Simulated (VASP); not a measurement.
# Al2Pt (Fm-3m) in VASP: settings compared

The runs below take Al2Pt through single point, with PBE, LDA, PBEsol.

Program: VASP 6.6.1. These are calculated values, not measurements. Logs are shortened: lines on timing, memory, paths and dates and some standing lists are left out, and cuts for length are marked.

## Step 1: The cell of the first run

The structure is cubic, space group Fm-3m (No. 225). Conventional cell: a = 5.988 Å, b = 5.988 Å, c = 5.988 Å, α = 90.00°, β = 90.00°, γ = 90.00°. Within 3.4 Å of Pt (site symmetry m-3m) lie 8 Al at 2.59 Å. Al (site symmetry -43m) has 4 Pt at 2.59 Å and 6 Al at 2.99 Å within 3.4 Å.

## Step 2: Single point, PBE

INCAR

```
SYSTEM = Al2Pt
ALGO = Normal ; EDIFF = 1E-6
ENCUT = 520 ; GGA = PE
ISIF = 2 ; ISMEAR = -1
LASPH = .True. ; LCHARG = .False.
LREAL = .False. ; LWAVE = .False.
NBANDS = 15 ; NELM = 80
PREC = Accurate ; SIGMA = 0.05
```

KPOINTS

```
k-points
0
Gamma
  8 8 8
  0 0 0
```

POSCAR

```
Al2Pt
1.0
    0.0000000000      2.9938860383      2.9938860383
    2.9938860383      0.0000000000      2.9938860383
    2.9938860383      2.9938860383      0.0000000000
Pt Al
1 2
Direct
    0.0000000000      0.0000000000      0.0000000000
    0.7500000000      0.7500000000      0.7500000000
    0.2500000000      0.2500000000      0.2500000000
```

Potentials or basis: VASP PAW PBE potentials, release 64 (Pt, Al).

The run is started by

```bash
> cat potpaw_PBE.64/Pt/POTCAR potpaw_PBE.64/Al/POTCAR > POTCAR
> mpirun -np 1 vasp_std > vasp.out
```

OUTCAR:

```text
SYSTEM = Al2Pt
   EDIFF = 1E-6
   ENCUT = 520
   GGA = PE
   ISIF = 2
   ISMEAR = -1
   LASPH = .True.
   LREAL = .False.
   NELM = 80
   PREC = Accurate

 ion  position               nearest neighbor table
   1  0.000  0.000  0.000-   2 2.59   3 2.59   2 2.59   2 2.59   2 2.59   3 2.59   3 2.59   3 2.59

   2  0.750  0.750  0.750-   1 2.59   1 2.59   1 2.59   1 2.59   3 2.99   3 2.99   3 2.99   3 2.99
                             3 2.99   3 2.99
   3  0.250  0.250  0.250-   1 2.59   1 2.59   1 2.59   1 2.59   2 2.99   2 2.99   2 2.99   2 2.99
                             2 2.99   2 2.99

  LATTYP: Found a face centered cubic cell.
 ALAT       =     5.9877720766

  Lattice vectors:

 A1 = (   0.0000000000,   2.9938860383,   2.9938860383)
 A2 = (   2.9938860383,   0.0000000000,   2.9938860383)
 A3 = (   2.9938860383,   2.9938860383,   0.0000000000)

Analysis of symmetry for initial positions (statically):
=====================================================================
 Subroutine PRICEL returns:
 Original cell was already a primitive cell.

 Routine SETGRP: Setting up the symmetry group for a
 face centered cubic supercell.

 Subroutine GETGRP returns: Found 48 space group operations
 (whereof 48 operations were pure point group operations)
 out of a pool of 48 trial point group operations.

The static configuration has the point symmetry O_h .

Analysis of symmetry for dynamics (positions and initial velocities):
=====================================================================
 Subroutine PRICEL returns:
 Original cell was already a primitive cell.

 Routine SETGRP: Setting up the symmetry group for a
 face centered cubic supercell.

 Subroutine GETGRP returns: Found 48 space group operations
 (whereof 48 operations were pure point group operations)
 out of a pool of 48 trial point group operations.

The dynamic configuration has the point symmetry O_h .

 Subroutine INISYM returns: Found 48 space group operations
 (whereof 48 operations are pure point group operations),
 and found     1 'primitive' translations

----------------------------------------------------------------------------------------

                                     Primitive cell

  volume of cell :      53.6705

  direct lattice vectors                    reciprocal lattice vectors
     0.000000000  2.993886038  2.993886038    -0.167007025  0.167007025  0.167007025
     2.993886038  0.000000000  2.993886038     0.167007025 -0.167007025  0.167007025
     2.993886038  2.993886038  0.000000000     0.167007025  0.167007025 -0.167007025

  length of vectors
     4.233994240  4.233994240  4.233994240     0.289264652  0.289264652  0.289264652

  position of ions in fractional coordinates (direct lattice)
     0.000000000  0.000000000  0.000000000
     0.750000000  0.750000000  0.750000000
     0.250000000  0.250000000  0.250000000

  ion indices of the primitive-cell ions
   primitive index   ion index
                 1           1
                 2           2
                 3           3

----------------------------------------------------------------------------------------

 KPOINTS: k-points

Automatic generation of k-mesh.
 Grid dimensions read from file:
 generate k-points for:    8    8    8

 Generating k-lattice:

  Cartesian coordinates                     Fractional coordinates (reciprocal lattice)
    -0.020875878  0.020875878  0.020875878     0.125000000  0.000000000  0.000000000
     0.020875878 -0.020875878  0.020875878     0.000000000  0.125000000  0.000000000
     0.020875878  0.020875878 -0.020875878     0.000000000  0.000000000  0.125000000

  Length of vectors
     0.036158082  0.036158082  0.036158082

  Shift w.r.t. Gamma in fractional coordinates (k-lattice)
     0.000000000  0.000000000  0.000000000

 Subroutine IBZKPT returns following result:
 ===========================================

 Found     29 irreducible k-points:

 Following reciprocal coordinates:
            Coordinates               Weight
  0.000000  0.000000  0.000000      1.000000
  0.125000  0.000000  0.000000      8.000000
  0.250000  0.000000  0.000000      8.000000
  0.375000  0.000000  0.000000      8.000000
  0.500000  0.000000  0.000000      4.000000
  0.125000  0.125000  0.000000      6.000000
[... 16 lines left out ...]
  0.500000  0.250000  0.125000     48.000000
 -0.375000  0.250000  0.125000     24.000000
 [... further k-points ...]
   k-points           NKPTS =     29   k-points in BZ     NKDIM =     29   number of bands    NBANDS=     15
   number of dos      NEDOS =    301   number of ions     NIONS =      3
   total plane-waves  NPLWV =  32768
   dimension x,y,z NGX =    32 NGY =   32 NGZ =   32
   dimension x,y,z NGXF=    64 NGYF=   64 NGZF=   64
   ions per type =               1   2
   NGX,Y,Z   is equivalent  to a cutoff of  12.56, 12.56, 12.56 a.u.
   NGXF,Y,Z  is equivalent  to a cutoff of  25.13, 25.13, 25.13 a.u.
 SYSTEM =  Al2Pt
   PREC   = accura    normal or accurate (medium, high low for compatibility)
   ISTART =      0    job   : 0-new  1-cont  2-samecut
   ICHARG =      2    charge: 1-file 2-atom 10-const
   ISPIN  =      1    spin polarized calculation?
   LNONCOLLINEAR =      F non collinear calculations
   LSORBIT =      F    spin-orbit coupling
   LASPH  =      T    aspherical Exc in radial PAW
   ENCUT  =  520.0 eV  38.22 Ry    6.18 a.u.   7.87  7.87  7.87*2*pi/ulx,y,z
   NELM   =     80;   NELMIN=  2; NELMDL= -5     # of ELM steps
   EDIFF  = 0.1E-05   stopping-criterion for ELM
   LREAL  =      F    real-space projection
   EDIFFG = 0.1E-04   stopping-criterion for IOM
   NSW    =      0    number of steps for IOM
   IBRION =     -1    ionic relax: 0-MD 1-quasi-New 2-CG
   NFREE  =      0    steps in history (QN), initial steepest desc. (CG)
   ISIF   =      2    stress and relaxation
   ISYM   =      2    0-nonsym 1-usesym 2-fastsym
   POTIM  = 0.5000    time-step for ionic-motion
   TEBEG  =    0.0;   TEEND  =   0.0 temperature during run
   PSTRESS=    0.0 pullay stress
   NELECT =      16.0000    total number of electrons
   NUPDOWN=      -1.0000    fix difference up-down
   EMIN   =  10.00;   EMAX   =-10.00  energy-range for DOS
   EFERMI =   0.00;   METHOD = LEGACY
   ISMEAR =    -1;   SIGMA  =   0.05  broadening in eV -4-tet -1-fermi 0-gaus
   EFERMI_NEDOS =   21; number of points for ismear=-14 and -15
   IALGO  =     38    algorithm
   IMIX   =      4    mixing-type and parameters
     AMIX     =   0.40;   BMIX     =  1.00
     AMIX_MAG =   1.60;   BMIX_MAG =  1.00
  volume/ion in A,a.u.               =      17.89       120.73
  Fermi-wavevector in a.u.,A,eV,Ry     =   1.093628  2.066657 16.272866  1.196022
  Thomas-Fermi vector in A             =   2.229917
   LORBIT       =      0    0 simple, 1 ext, 2 COOP (PROOUT), +10 PAW based schemes
   GGA     = PE    functional components
   LHFCALC =     F    Hartree Fock is set to
   AEXX    =    0.0000 exact exchange contribution
   IVDW    =     0    specifies the selected vdW correction
   LEPSILON=     F    determine dielectric tensor
   LRPA    =     F    only Hartree local field effects (RPA)
 non-spin polarized calculation
  energy-cutoff  :      520.00
  volume of cell :       53.67
 maximum number of plane-waves:      1459
   NGX = 15   NGY = 15   NGZ = 15

 number of electron      16.0000001 magnetization

 Free energy of the ion-electron system (eV)
  ---------------------------------------------------
  ext. energy  EPLUGINS =         0.00000000
  ---------------------------------------------------
  free energy    TOTEN  =       -16.23534899 eV

  energy without entropy =      -16.22230937  energy(sigma->0) =      -16.22882918

 E-fermi :   7.4107     XC(G=0): -10.5312

 val. band max:        7.3279278388   @ k =   0.3750   0.2500   0.0000
 cond. band min:       7.4280382685   @ k =   0.2500   0.2500   0.0000
 fundamental gap:      0.1001104296
 Fermi energy:         7.4107130938

 k-point     1 :       0.0000    0.0000    0.0000
  band No.  band energies     occupation
      1      -2.5109      2.00000
      2       2.5973      2.00000
      3       2.5973      2.00000
      4       2.5973      2.00000
      5       3.9100      2.00000
      6       3.9100      2.00000
      7      10.1031      0.00000
      8      11.2369      0.00000
      9      11.2369      0.00000
     10      11.2369      0.00000
     11      12.6365      0.00000
     12      12.6365      0.00000
     13      12.6365      0.00000
     14      13.6419      0.00000
     15      13.6419      0.00000

 k-point     2 :       0.1250    0.0000    0.0000
  band No.  band energies     occupation
      1      -2.3030      2.00000
      2       2.4691      2.00000
      3       2.6648      2.00000
      4       2.6648      2.00000
      5       3.8887      2.00000
      6       3.8887      2.00000
      7       9.0292      0.00000
      8      10.4810      0.00000
      9      10.6511      0.00000
     10      10.6511      0.00000
     11      13.2010      0.00000
     12      13.2010      0.00000
     13      13.2564      0.00000
     14      13.3908      0.00000
     15      13.3908      0.00000
[... 365 lines left out ...]
      3       2.8164      2.00000
      4       3.2100      2.00000
      5       3.7664      2.00000
      6       3.9901      2.00000
      7       4.7338      2.00000
      8       6.5762      2.00000
      9       8.0037      0.00001
     10      11.3068      0.00000
     11      12.3910      0.00000
     12      13.4457      0.00000
     13      14.3997      0.00000
     14      15.2292      0.00000
     15      16.7381      0.00000

 k-point    24 :      -0.3750    0.2500    0.1250
  band No.  band energies     occupation
      1       0.3438      2.00000
      2       1.5362      2.00000
      3       2.7660      2.00000
      4       3.2236      2.00000
      5       3.4415      2.00000
      6       4.0903      2.00000
      7       4.3276      2.00000
      8       6.4764      2.00000
      9       7.5715      0.07711
     10      11.2043      0.00000
     11      12.4434      0.00000
     12      14.1393      0.00000
     13      14.5418      0.00000
     14      15.6533      0.00000
     15      16.0338      0.00000

 [... further k-points ...]

------------------------ aborting loop because EDIFF is reached ----------------------------------------

  FORCE on cell =-STRESS in cart. coord.  units (eV):
  Direction    XX          YY          ZZ          XY          YZ          ZX
  --------------------------------------------------------------------------------------
  -------------------------------------------------------------------------------------
  Total       -0.9082012     -0.9082012     -0.9082012     -0.0000000      0.0000000      0.0000000
  in kB      -27.1117064    -27.1117064    -27.1117064     -0.0000000      0.0000000      0.0000000
  external PRESSURE =     -27.1117064 kB  Pullay stress =       0.0000000 kB

 VOLUME and BASIS-vectors are now :
 -----------------------------------------------------------------------------
  energy-cutoff  :      520.00
  volume of cell :       53.67
      direct lattice vectors                 reciprocal lattice vectors
     0.000000000  2.993886038  2.993886038    -0.167007025  0.167007025  0.167007025
     2.993886038  0.000000000  2.993886038     0.167007025 -0.167007025  0.167007025
     2.993886038  2.993886038  0.000000000     0.167007025  0.167007025 -0.167007025

 POSITION                                       TOTAL-FORCE (eV/Angst)
 -----------------------------------------------------------------------------------
      0.00000      0.00000      0.00000        -0.000000      0.000000     -0.000000
      4.49083      4.49083      4.49083        -0.000000     -0.000000     -0.000000
      1.49694      1.49694      1.49694         0.000000      0.000000      0.000000
 -----------------------------------------------------------------------------------
    total drift:                                0.000000     -0.000000      0.000000

  FREE ENERGIE OF THE ION-ELECTRON SYSTEM (eV)
  ---------------------------------------------------
  free  energy   TOTEN  =       -16.2353489923 eV

  energy  without entropy=      -16.2223093665  energy(sigma->0) =      -16.22882918
```

Wall time 14 s (1 thread of Intel Xeon Platinum 8488C (Sapphire Rapids), shared host); peak memory 0.18 GiB.

Results:

```yaml
Free_energy: -16.2353 eV
Pressure: -2.7 GPa
Band_gap_on_the_k_mesh: zero (band 8 reaches 11.24 eV, above the bottom of band 9 at 5.91 eV)
```

Levels at points of the mesh, in eV from the Fermi level:
```csv
k point,band 5,band 6,band 7,band 8,band 9,band 10,band 11,band 12
"(0.00, 0.00, 0.00)",-3.50,-3.50,2.69,3.83,3.83,3.83,5.23,5.23
"(0.50, 0.00, 0.00)",-3.55,-3.30,-3.30,1.05,1.05,3.72,5.02,5.02
"(0.50, 0.50, 0.00)",-3.60,-3.26,-3.04,-1.50,-1.50,2.91,3.36,8.08
```

Caveat: spin-orbit coupling is left out, which moves the levels of the heavy elements.

## Step 3: Single point, LDA (volume scaled by 0.94)

INCAR

```
SYSTEM = Al2Pt
PREC     = Accurate       ! precision mode
ENCUT    = 520            ! plane-wave cutoff, eV
EDIFF    = 1E-7           ! SCF threshold, eV
ISMEAR   = -1             ! smearing method
SIGMA    = 0.05           ! smearing width, eV
LREAL    = .FALSE.        ! projectors in reciprocal space
LASPH    = .TRUE.         ! aspherical terms in the spheres
NELM     = 80             ! most SCF steps
ALGO     = Normal         ! electronic algorithm
ISIF     = 2              ! what is computed and relaxed
LWAVE    = .FALSE.        ! write WAVECAR
LCHARG   = .FALSE.        ! write CHGCAR
NBANDS   = 15             ! bands
```

KPOINTS

```
Automatic mesh
0
G
  8 8 8
  0 0 0
```

POSCAR

```
Al2Pt
1.0
    0.0000000000      2.8946769513      2.8946769513
    2.8946769513      0.0000000000      2.8946769513
    2.8946769513      2.8946769513      0.0000000000
Pt Al
1 2
Direct
    0.0000000000      0.0000000000      0.0000000000
    0.7500000000      0.7500000000      0.7500000000
    0.2500000000      0.2500000000      0.2500000000
```

Potentials or basis: VASP PAW LDA potentials, release 64 (Pt, Al).

The run is started by

```bash
> cat potpaw_LDA.64/Pt/POTCAR potpaw_LDA.64/Al/POTCAR > POTCAR
> mpirun -np 1 vasp_std > vasp.out
```

Wall time 7.5 s (1 thread of Intel Xeon 6975P-C (Granite Rapids), shared host); peak memory 0.15 GiB.

It converged, with:

| Item | Value |
| --- | --- |
| Free energy | -18.5584 eV |
| Pressure | 5.6 GPa |
| Band gap on the k mesh | zero (band 8 reaches 12.34 eV, above the bottom of band 9 at 6.75 eV) |

Levels at points of the mesh, in eV from the Fermi level:
| k point | band 6 | band 7 | band 8 | band 9 | band 10 | band 11 |
| --- | --- | --- | --- | --- | --- | --- |
| (0.00, 0.00, 0.00) | -3.95 | 3.32 | 3.90 | 3.90 | 3.90 | 5.78 |
| (0.50, 0.00, 0.00) | -3.71 | -3.71 | 1.05 | 1.05 | 3.85 | 5.44 |
| (0.50, 0.50, 0.00) | -3.60 | -3.40 | -1.69 | -1.69 | 3.49 | 3.56 |

Caveat: spin-orbit coupling is left out, which moves the levels of the heavy elements.

## Step 4: Single point, LDA (volume scaled by 0.96)

INCAR

```
SYSTEM = Al2Pt
PREC = Accurate
ENCUT = 520
EDIFF = 1E-7
ISMEAR = -1
SIGMA = 0.05
LREAL = .False.
LASPH = .True.
NELM = 80
ALGO = Normal
ISIF = 2
LWAVE = .False.
LCHARG = .True.
GGA = CA
LELF = .True.
LVHAR = .True.
NBANDS = 15
```

KPOINTS

```
regular mesh
0
Gamma
  8 8 8
  0 0 0
```

POSCAR

```
Al2Pt
1.0
    0.0000000000      2.9150626719      2.9150626719
    2.9150626719      0.0000000000      2.9150626719
    2.9150626719      2.9150626719      0.0000000000
Pt Al
1 2
Direct
    0.0000000000      0.0000000000      0.0000000000
    0.7500000000      0.7500000000      0.7500000000
    0.2500000000      0.2500000000      0.2500000000
```

The run is started by

```bash
> cat potpaw_LDA.64/Pt/POTCAR potpaw_LDA.64/Al/POTCAR > POTCAR
> mpirun -np 1 vasp_std > vasp.out
```

Run time: 6.5 s. Hardware: 1 thread of Intel Xeon 6975P-C (Granite Rapids), shared host; peak memory 0.16 GiB.

It converged, with:

```
Free energy            : -18.5836 eV
Pressure               : 2.2 GPa
Band gap on the k mesh : zero (band 8 reaches 12.06 eV, above the bottom of band 9 at 6.53 eV)
```

Levels at points of the mesh, in eV from the Fermi level:
```tsv
k point	band 4	band 5	band 6	band 7	band 8	band 9	band 10	band 11	band 12	band 13
(0.00, 0.00, 0.00)	-5.27	-3.86	-3.86	3.16	3.88	3.88	3.88	5.66	5.66	5.66
(0.50, 0.00, 0.00)	-4.94	-3.84	-3.62	-3.62	1.05	1.05	3.81	5.36	5.36	5.72
(0.50, 0.50, 0.00)	-3.95	-3.95	-3.53	-3.32	-1.64	-1.64	3.41	3.46	8.14	11.04
```

Caveat: spin-orbit coupling is left out, which moves the levels of the heavy elements.

## Step 5: Single point, PBEsol (volume scaled by 0.96)

INCAR

```
PREC = Accurate ; ENCUT = 520
EDIFF = 1E-7 ; ISMEAR = -1
SIGMA = 0.05 ; LREAL = False
LASPH = True ; NELM = 60
ALGO = Fast ; ISIF = 2
LWAVE = False ; LCHARG = False
GGA = PS ; NBANDS = 15
```

KPOINTS

```
Automatic mesh
0
Gamma
  8 8 8
```

POSCAR is that of step 4.

Potentials or basis: VASP PAW PBE potentials, release 64 (Pt, Al).

The run is started by

```bash
> cat potpaw_PBE.64/Pt/POTCAR potpaw_PBE.64/Al/POTCAR > POTCAR
> mpirun -np 1 vasp_std > vasp.out
```

Wall time 9.4 s (1 thread of Intel Xeon 6975P-C (Granite Rapids), shared host); peak memory 0.18 GiB.

The run converged. Its results:

| Quantity | Value |
| --- | --- |
| Free energy | -17.7299 eV |
| Pressure | 5.1 GPa |
| Band gap on the k mesh | zero (band 8 reaches 12.10 eV, above the bottom of band 9 at 6.60 eV) |

Levels at points of the mesh, in eV from the Fermi level:
```
           k point  band 4  band 5  band 6  band 7  band 8  band 9  band 10  band 11  band 12  band 13
(0.00, 0.00, 0.00)   -5.25   -3.84   -3.84    3.33    3.85    3.85     3.85     5.69     5.69     5.69
(0.50, 0.00, 0.00)   -4.92   -3.83   -3.60   -3.60    1.05    1.05     3.84     5.36     5.36     5.80
(0.50, 0.50, 0.00)   -3.92   -3.92   -3.53   -3.31   -1.66   -1.66     3.41     3.48     8.13    11.16
```

Caveat: the PAW data sets were made with another functional, which shifts forces and pressure a little; spin-orbit coupling is left out, which moves the levels of the heavy elements.

## Step 6: Summary

| level | potentials or basis | cell | gap on the mesh (eV) | pressure (GPa) |
| --- | --- | --- | --- | --- |
| PBE | VASP PAW PBE potentials, release 64 (Pt, Al) | a = 4.234 Å, angles 60.0°, 3 atoms | none | -2.7 |
| LDA | VASP PAW LDA potentials, release 64 (Pt, Al) | a = 4.094 Å, angles 60.0°, 3 atoms | none | 5.6 |
| LDA | VASP PAW LDA potentials, release 64 (Pt, Al) | a = 4.123 Å, angles 60.0°, 3 atoms | none | 2.2 |
| PBEsol | VASP PAW PBE potentials, release 64 (Pt, Al) | a = 4.123 Å, angles 60.0°, 3 atoms | none | 5.1 |

Alike in all rows: task single point; no spin polarisation; k mesh 8 × 8 × 8; cutoff (eV) 520; smearing fermi-dirac 0.05 eV.

Caveats: spin-orbit coupling is left out, which moves the levels of the heavy elements; the PAW data sets were made with another functional, which shifts forces and pressure a little (some runs).

Absolute energies hang on the potentials; compare differences alone.
